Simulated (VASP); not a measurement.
# Cd (P6_3/mmc) in VASP: relaxation of cell and atoms with PBEsol

Aim: the relaxation of cell and atoms of Cd with PBEsol.

All numbers are computed with VASP 6.6.1; they aren't measurements. Logs are shortened: lines on timing, memory, paths and dates and some standing lists are left out, and cuts for length are marked.

### 1 The cell of the first run

It takes space group P6_3/mmc (No. 194, hexagonal). The conventional cell has a = 2.979 Å, b = 2.979 Å, c = 5.618 Å, α = 90.00°, β = 90.00°, γ = 120.00°. Within 3.9 Å of Cd (site symmetry -6m2) lie 12 Cd at 2.98 to 3.29 Å.

### 2 Relaxation of cell and atoms, PBEsol

INCAR reads:

```
SYSTEM = Cd
  PREC = Accurate
  ENCUT = 630
  EDIFF = 1E-7
  ISMEAR = -1
  SIGMA = 0.05
  LREAL = .FALSE.
  LASPH = .TRUE.
  NELM = 120
  ALGO = Normal
  ISIF = 3
  LWAVE = .FALSE.
  LCHARG = .FALSE.
  GGA = PS
  IBRION = 2
  NSW = 80
  EDIFFG = -0.01
  GGA_COMPAT = .FALSE.
  NELMIN = 4
```

KPOINTS reads:

```
Automatic mesh
0
G
  8 8 4
  0 0 0
```

POSCAR reads:

```
Cd
1.0
    2.9788700000      0.0000000000      0.0000000000
   -1.4894400000      2.5797800000      0.0000000000
    0.0000000000      0.0000000000      5.6176500000
Cd
2
Direct
    0.3333333333      0.6666666667      0.2500000000
    0.6666666667      0.3333333333      0.7500000000
```

Potentials or basis: VASP PAW PBE potentials, release 64 (Cd_sv_GW).

Launch:

```bash
> cat potpaw_PBE.64/Cd_sv_GW/POTCAR > POTCAR
> mpirun -np 1 vasp_std > vasp.out
```

OUTCAR:

```text
SYSTEM = Cd
   PREC = Accurate
   ENCUT = 630
   EDIFF = 1E-7
   ISMEAR = -1
   LREAL = .FALSE.
   LASPH = .TRUE.
   NELM = 120
   ISIF = 3
   GGA = PS
   IBRION = 2
   NSW = 80
   EDIFFG = -0.01
   NELMIN = 4

 ion  position               nearest neighbor table
   1  0.333  0.667  0.250-
   2  0.667  0.333  0.750-

  LATTYP: Found a hexagonal cell.
 ALAT       =     2.9788700000
 C/A-ratio  =     1.8858325472

  Lattice vectors:

 A1 = (   2.9788700000,   0.0000000000,   0.0000000000)
 A2 = (  -1.4894400000,   2.5797800000,   0.0000000000)
 A3 = (   0.0000000000,   0.0000000000,   5.6176500000)

Analysis of symmetry for initial positions (statically):
=====================================================================
 Subroutine PRICEL returns:
 Original cell was already a primitive cell.

 Routine SETGRP: Setting up the symmetry group for a
 hexagonal supercell.

 Subroutine GETGRP returns: Found 24 space group operations
 (whereof 12 operations were pure point group operations)
 out of a pool of 24 trial point group operations.

The static configuration has the point symmetry D_3d.
 The point group associated with its full space group is D_6h.

Analysis of symmetry for dynamics (positions and initial velocities):
=====================================================================
 Subroutine PRICEL returns:
 Original cell was already a primitive cell.

 Routine SETGRP: Setting up the symmetry group for a
 hexagonal supercell.

 Subroutine GETGRP returns: Found 24 space group operations
 (whereof 12 operations were pure point group operations)
 out of a pool of 24 trial point group operations.

The dynamic configuration has the point symmetry D_3d.
 The point group associated with its full space group is D_6h.

 Subroutine INISYM returns: Found 24 space group operations
 (whereof 12 operations are pure point group operations),
 and found     1 'primitive' translations

----------------------------------------------------------------------------------------

                                     Primitive cell

  volume of cell :      43.1707

  direct lattice vectors                    reciprocal lattice vectors
     2.978870000  0.000000000  0.000000000     0.335697765  0.193815627  0.000000000
    -1.489440000  2.579780000  0.000000000     0.000000000  0.387629953  0.000000000
     0.000000000  0.000000000  5.617650000     0.000000000  0.000000000  0.178010378

  length of vectors
     2.978870000  2.978875016  5.617650000     0.387630606  0.387629953  0.178010378

  position of ions in fractional coordinates (direct lattice)
     0.333333333  0.666666667  0.250000000
     0.666666667  0.333333333  0.750000000

  ion indices of the primitive-cell ions
   primitive index   ion index
                 1           1
                 2           2

----------------------------------------------------------------------------------------

 KPOINTS: Automatic mesh

Automatic generation of k-mesh.
 Grid dimensions read from file:
 generate k-points for:    8    8    4

 Generating k-lattice:

  Cartesian coordinates                     Fractional coordinates (reciprocal lattice)
     0.041962221  0.024226953  0.000000000     0.125000000 -0.000000000  0.000000000
     0.000000000  0.048453744  0.000000000     0.000000000  0.125000000  0.000000000
     0.000000000  0.000000000  0.044502595     0.000000000  0.000000000  0.250000000

  Length of vectors
     0.048453826  0.048453744  0.044502595

  Shift w.r.t. Gamma in fractional coordinates (k-lattice)
     0.000000000  0.000000000  0.000000000

 Subroutine IBZKPT returns following result:
 ===========================================

 Found     30 irreducible k-points:

 Following reciprocal coordinates:
            Coordinates               Weight
  0.000000  0.000000  0.000000      1.000000
  0.125000 -0.000000  0.000000      6.000000
  0.250000 -0.000000  0.000000      6.000000
  0.375000 -0.000000  0.000000      6.000000
  0.500000 -0.000000  0.000000      3.000000
  0.125000  0.125000  0.000000      6.000000
[... 16 lines left out ...]
  0.250000 -0.000000  0.500000      6.000000
  0.375000 -0.000000  0.500000      6.000000
 [... further k-points ...]
   k-points           NKPTS =     30   k-points in BZ     NKDIM =     30   number of bands    NBANDS=     24
   number of dos      NEDOS =    301   number of ions     NIONS =      2
   total plane-waves  NPLWV =  27648
   dimension x,y,z NGX =    24 NGY =   24 NGZ =   48
   dimension x,y,z NGXF=    48 NGYF=   48 NGZF=   96
   ions per type =               2
   NGX,Y,Z   is equivalent  to a cutoff of  13.39, 13.39, 14.20 a.u.
   NGXF,Y,Z  is equivalent  to a cutoff of  26.79, 26.79, 28.41 a.u.
 SYSTEM =  Cd
   PREC   = accura    normal or accurate (medium, high low for compatibility)
   ISTART =      0    job   : 0-new  1-cont  2-samecut
   ICHARG =      2    charge: 1-file 2-atom 10-const
   ISPIN  =      1    spin polarized calculation?
   LNONCOLLINEAR =      F non collinear calculations
   LSORBIT =      F    spin-orbit coupling
   LASPH  =      T    aspherical Exc in radial PAW
   ENCUT  =  630.0 eV  46.30 Ry    6.80 a.u.   6.10  6.10 11.50*2*pi/ulx,y,z
   NELM   =    120;   NELMIN=  4; NELMDL= -5     # of ELM steps
   EDIFF  = 0.1E-06   stopping-criterion for ELM
   LREAL  =      F    real-space projection
   EDIFFG = -.1E-01   stopping-criterion for IOM
   NSW    =     80    number of steps for IOM
   IBRION =      2    ionic relax: 0-MD 1-quasi-New 2-CG
   NFREE  =      1    steps in history (QN), initial steepest desc. (CG)
   ISIF   =      3    stress and relaxation
   ISYM   =      2    0-nonsym 1-usesym 2-fastsym
   POTIM  = 0.5000    time-step for ionic-motion
   TEBEG  =    0.0;   TEEND  =   0.0 temperature during run
   PSTRESS=    0.0 pullay stress
   NELECT =      40.0000    total number of electrons
   NUPDOWN=      -1.0000    fix difference up-down
   EMIN   =  10.00;   EMAX   =-10.00  energy-range for DOS
   EFERMI =   0.00;   METHOD = LEGACY
   ISMEAR =    -1;   SIGMA  =   0.05  broadening in eV -4-tet -1-fermi 0-gaus
   EFERMI_NEDOS =   21; number of points for ismear=-14 and -15
   IALGO  =     38    algorithm
   IMIX   =      4    mixing-type and parameters
     AMIX     =   0.40;   BMIX     =  1.00
     AMIX_MAG =   1.60;   BMIX_MAG =  1.00
  volume/ion in A,a.u.               =      21.59       145.67
  Fermi-wavevector in a.u.,A,eV,Ry     =   1.595996  3.015996 34.656814  2.547204
  Thomas-Fermi vector in A             =   2.693828
   LORBIT       =      0    0 simple, 1 ext, 2 COOP (PROOUT), +10 PAW based schemes
   GGA     = PS    functional components
   LHFCALC =     F    Hartree Fock is set to
   AEXX    =    0.0000 exact exchange contribution
   IVDW    =     0    specifies the selected vdW correction
   LEPSILON=     F    determine dielectric tensor
   LRPA    =     F    only Hartree local field effects (RPA)
 conjugate gradient relaxation of ions
 non-spin polarized calculation
  energy-cutoff  :      630.00
  volume of cell :       43.17
 maximum number of plane-waves:      1572
   NGX = 13   NGY = 13   NGZ = 23

--------------------------------------- Ionic step        1  -------------------------------------------

 number of electron      39.9999999 magnetization

 Free energy of the ion-electron system (eV)
  ---------------------------------------------------
  ext. energy  EPLUGINS =         0.00000000
  ---------------------------------------------------
  free energy    TOTEN  =        -2.48817111 eV

  energy without entropy =       -2.48334775  energy(sigma->0) =       -2.48575943

------------------------ aborting loop because EDIFF is reached ----------------------------------------

  FORCE on cell =-STRESS in cart. coord.  units (eV):
  Direction    XX          YY          ZZ          XY          YZ          ZX
  --------------------------------------------------------------------------------------
  -------------------------------------------------------------------------------------
  Total       -0.1532769     -0.1532773     -0.9362893      0.0000003     -0.0000000      0.0000000
  in kB       -5.6885089     -5.6885217    -34.7481527      0.0000110     -0.0000000      0.0000000
  external PRESSURE =     -15.3750611 kB  Pullay stress =       0.0000000 kB
[... 89 lines left out ...]
  FREE ENERGIE OF THE ION-ELECTRON SYSTEM (eV)
  ---------------------------------------------------
  free  energy   TOTEN  =        -2.5052515756 eV

  energy  without entropy=       -2.5007391605  energy(sigma->0) =       -2.50299537

[... ionic steps 4 to 7 ...]

--------------------------------------- Ionic step        8  -------------------------------------------

 number of electron      40.0000026 magnetization

------------------------ aborting loop because EDIFF is reached ----------------------------------------

  FORCE on cell =-STRESS in cart. coord.  units (eV):
  Direction    XX          YY          ZZ          XY          YZ          ZX
  --------------------------------------------------------------------------------------
  -------------------------------------------------------------------------------------
  Total       -0.0293701     -0.0293701      0.0069480      0.0000001      0.0000000      0.0000000
  in kB       -1.1372704     -1.1372730      0.2690430      0.0000022      0.0000000      0.0000000
  external PRESSURE =      -0.6685001 kB  Pullay stress =       0.0000000 kB
[... 57 lines left out ...]
  energy  without entropy=       -2.5110311114  energy(sigma->0) =       -2.51333182

--------------------------------------- Ionic step       10  -------------------------------------------

 number of electron      40.0000024 magnetization

 Free energy of the ion-electron system (eV)
  ---------------------------------------------------
  ext. energy  EPLUGINS =         0.00000000
  ---------------------------------------------------
  free energy    TOTEN  =        -2.51565167 eV

  energy without entropy =       -2.51117175  energy(sigma->0) =       -2.51341171

 E-fermi :   6.6822     XC(G=0): -11.7432

 val. band max:        6.4730965092   @ k =   0.2500   0.1250   0.0000
 cond. band min:       6.7066372559   @ k =   0.3750   0.2500   0.5000
 fundamental gap:      0.2335407467
 Fermi energy:         6.6821802459

 k-point     1 :       0.0000    0.0000    0.0000
  band No.  band energies     occupation
      1     -96.2166      2.00000
      2     -96.2143      2.00000
      3     -57.3066      2.00000
      4     -57.2740      2.00000
      5     -57.2599      2.00000
      6     -57.2598      2.00000
[... 637 lines left out ...]
     23      14.6861      0.00000
     24      14.6861      0.00000

 [... further k-points ...]
[... 5 lines left out ...]
  --------------------------------------------------------------------------------------
  -------------------------------------------------------------------------------------
  Total        0.0038182      0.0038182      0.0008695     -0.0000000     -0.0000000      0.0000000
  in kB        0.1479835      0.1479839      0.0337005     -0.0000003     -0.0000000      0.0000000
  external PRESSURE =       0.1098893 kB  Pullay stress =       0.0000000 kB
[... 17 lines left out ...]
  FREE ENERGIE OF THE ION-ELECTRON SYSTEM (eV)
  ---------------------------------------------------
  free  energy   TOTEN  =        -2.5156516730 eV

  energy  without entropy=       -2.5111717529  energy(sigma->0) =       -2.51341171

 reached required accuracy - stopping structural energy minimisation
```

It took 3.6 min on 1 thread of Intel Xeon Platinum 8259CL at 2.50GHz (Skylake/Cascade Lake), shared host; peak memory 0.21 GiB.

What came out:

| Item | Value |
| --- | --- |
| Free energy | -2.5157 eV |
| Relaxed volume | 20.67 Å³/atom |
| Relaxed cell | a = 3.002 Å, b = 3.002 Å, c = 5.298 Å, α = 90.00°, β = 90.00°, γ = 120.00° |
| Space group after relaxing (to 0.1 Å) | P6_3/mmc (No. 194) |
| Energy gained by relaxing | 13.7 meV/atom |
| Ionic steps | 10 |
| Pressure after relaxing | 0.0 GPa |
| Band gap on the k mesh | zero (bands 20 and 21 overlap by 3.69 eV) |

The path:
| step | energy change (eV) | largest force (eV/Å) | pressure (GPa) | volume (Å³) |
| --- | --- | --- | --- | --- |
| 1 | 0.0000 | 0.0000 | -1.54 | 43.17 |
| 2 | -0.0153 | 0.0000 | -0.05 | 41.88 |
| 3 | -0.0171 | 0.0000 | 0.55 | 41.42 |
| 4 | -0.0174 | 0.0000 | 0.84 | 41.20 |
| 5 | -0.0257 | 0.0000 | 0.06 | 41.42 |
| 6 | -0.0273 | 0.0000 | -0.28 | 41.54 |
| 7 | -0.0274 | 0.0000 | 0.01 | 41.31 |
| 8 | -0.0275 | 0.0000 | -0.07 | 41.38 |
| 9 | -0.0275 | 0.0000 | -0.08 | 41.38 |
| 10 | -0.0275 | 0.0000 | 0.01 | 41.34 |

Final structure:
```xyz
2
Lattice="3.0015 0.0000 0.0000 -1.5008 2.5994 0.0000 0.0000 0.0000 5.2983" Properties=species:S:1:pos:R:3 pbc="T T T"
Cd    0.0000    1.7329    1.3246
Cd    1.5008    0.8665    3.9737
```

Levels at points of the mesh, in eV from the Fermi level:
| k point | band 16 | band 17 | band 18 | band 19 | band 20 | band 21 | band 22 | band 23 | band 24 |
| --- | --- | --- | --- | --- | --- | --- | --- | --- | --- |
| (0.00, 0.00, 0.00) | -8.68 | -8.68 | -8.30 | -8.30 | -2.88 | -2.11 | 12.39 | 13.47 | 14.14 |
| (0.50, 0.00, 0.00) | -8.27 | -8.10 | -8.06 | -2.55 | -2.05 | 2.52 | 3.19 | 3.82 | 5.64 |
| (0.00, 0.00, 0.50) | -8.44 | -8.44 | -8.44 | -7.41 | -7.41 | 5.07 | 5.07 | 13.76 | 13.76 |
| (0.50, 0.00, 0.50) | -8.28 | -8.08 | -8.08 | -1.64 | -1.64 | 0.10 | 0.10 | 9.03 | 9.03 |

Caveat: the PAW data sets were made with another functional, which shifts forces and pressure a little.

The gap in the log of VASP goes by the Fermi energy; the results here count the filled bands.